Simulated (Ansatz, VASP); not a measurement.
## Ir in VASP and in Ansatz

```xyz
1
Lattice="0.0000 1.9144 1.9144 1.9144 0.0000 1.9144 1.9144 1.9144 0.0000" Properties=species:S:1:pos:R:3 pbc="T T T"
Ir    0.0000    0.0000    0.0000
```

Alike in both runs: functional PBEsol; k mesh 12 × 12 × 12; occupations gaussian, width 0.1 eV; no spin polarisation.

Ansatz relaxed the structure, and its values are those at the end. VASP's run is a single point on that final structure, the one shown.

|  | VASP | Ansatz |
| --- | --- | --- |
| version | VASP 6.6.1 | Ansatz 0.2.0 |
| potentials or method | VASP PAW PBE potentials, release 64 (Ir_sv_GW) | scalar-relativistic, plane waves, PAW |
| plane-wave cutoff (eV) | 500 | 420 |
| valence electrons in the cell | 17 | 17 |

```csv
,VASP,Ansatz,Ansatz less VASP
gap on the k mesh at the Fermi level (eV),none,none,-
pressure (GPa),-3.3,0.0,+3.28
```

VASP's potentials were made for PBE, not for PBEsol. A gap of «none» marks a metal or a gap that the smearing closes. The functional is the same, so the differences come from potentials, cutoffs and numerics.

Spin-orbit coupling is off throughout.
